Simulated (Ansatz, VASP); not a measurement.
# Os: VASP beside Ansatz

File INCAR:

```
SYSTEM = Os
ALGO = Normal
EDIFF = 1E-6
ENCUT = 520
GGA = PE
ISIF = 2
ISMEAR = -1
LASPH = .TRUE.
LCHARG = .FALSE.
LREAL = .FALSE.
LWAVE = .FALSE.
NBANDS = 15
NELM = 100
PREC = Accurate
SIGMA = 0.08
```

File KPOINTS:

```
k-points
0
G
  13 13 13
  0 0 0
```

POSCAR

```
Os
1.0
    0.0000000000      2.5572727749      2.5572727749
    2.5572727749      0.0000000000      2.5572727749
    2.5572727749      2.5572727749      0.0000000000
Os
2
Direct
   -0.1250000000     -0.1250000000     -0.1250000000
    0.1250000000      0.1250000000      0.1250000000
```

Input for Ansatz:

```yaml
crystal:
  lattice:
    - [0.0, 2.5572727749, 2.5572727749]
    - [2.5572727749, 0.0, 2.5572727749]
    - [2.5572727749, 2.5572727749, 0.0]
  atoms:
    - { symbol: Os, position: [-0.125, -0.125, -0.125] }
    - { symbol: Os, position: [0.125, 0.125, 0.125] }
kpoints:
  mp_grid: { grid: [13, 13, 13] }
scf:
  occupations: { method: fermi_dirac, width: 0.08 }
hamiltonian:
  xc: pbe
  pseudopotentials: { kind: paw }
output:
  forces: true
  stress: true
  eigenvalues: true
  populations: true
```

Change from the starting cell: volume scaled by 0.78, PAW files.

Alike in both runs: task single point; functional PBE; k mesh 13 × 13 × 13; occupations fermi-dirac, width 0.08 eV; no spin polarisation.

|  | VASP | Ansatz |
| --- | --- | --- |
| version | VASP 6.6.1 | Ansatz 0.2.0 |
| potentials or method | VASP PAW PBE potentials, release 64 (Os) | PAW with Ansatz's default frozen-core files, scalar-relativistic |
| plane-wave cutoff (eV) | 520 | 420 |
| valence electrons in the cell | 16 | 32 |

```tsv
	VASP	Ansatz	Ansatz less VASP
pressure (GPa)	85.1	89.1	+3.96
```

Both programs put the cell under a high pressure, so it lies far from rest at this level. VASP's potentials hold 16 valence electrons a cell and Ansatz's 32, so a difference there can come from the potentials and not from the codes.

Neither program's run includes spin-orbit coupling. Noted on VASP's run: the cell as given lies far from equilibrium.
